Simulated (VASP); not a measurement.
Al: single point with PBE

Al:

```
CELL_PARAMETERS angstrom
2.85461 0.00000 0.00000
-1.42730 2.47216 0.00000
0.00000 0.00000 9.38528
ATOMIC_POSITIONS crystal
Al 0.00000 0.00000 0.50000
Al 0.66667 0.33333 0.75000
Al 0.00000 0.00000 0.00000
Al 0.33333 0.66667 0.25000
```

```json
{"Program": "VASP 6.6.1", "Task": "single point", "Functional": "PBE", "Potentials or basis": "VASP PAW PBE potentials, release 64 (Al)", "Cutoff": "520 eV", "k mesh": "18 × 18 × 6", "Occupations": "gaussian, width 0.1 eV", "Spin": "no spin polarisation"}
```

```yaml
Pressure: -0.1 GPa
Band_gap_on_the_k_mesh: zero (band 6 reaches 11.80 eV, above the bottom of band 7 at 6.43 eV)
```

Levels at points of the mesh, in eV from the Fermi level:
```
           k point  band 3  band 4  band 5  band 6  band 7  band 8  band 9  band 10
(0.00, 0.00, 0.00)   -9.43   -4.61   -4.45    3.31    3.32   10.74   10.74    10.93
(0.50, 0.00, 0.00)   -3.89   -3.82   -3.32   -3.22    0.83    1.24    1.29     1.57
(0.00, 0.00, 0.50)   -7.37   -7.37   -0.95   -0.95    8.13    8.13   11.06    11.06
(0.50, 0.00, 0.50)   -4.74   -4.74   -1.85   -1.85   -1.20   -1.20    4.49     4.49
```

Wall time 2.4 min on 1 thread of Intel(R) Xeon(R) Platinum 8259CL CPU @ 2.50GHz (Skylake/Cascade Lake), with other jobs on the host, peak memory 0.25 GiB.
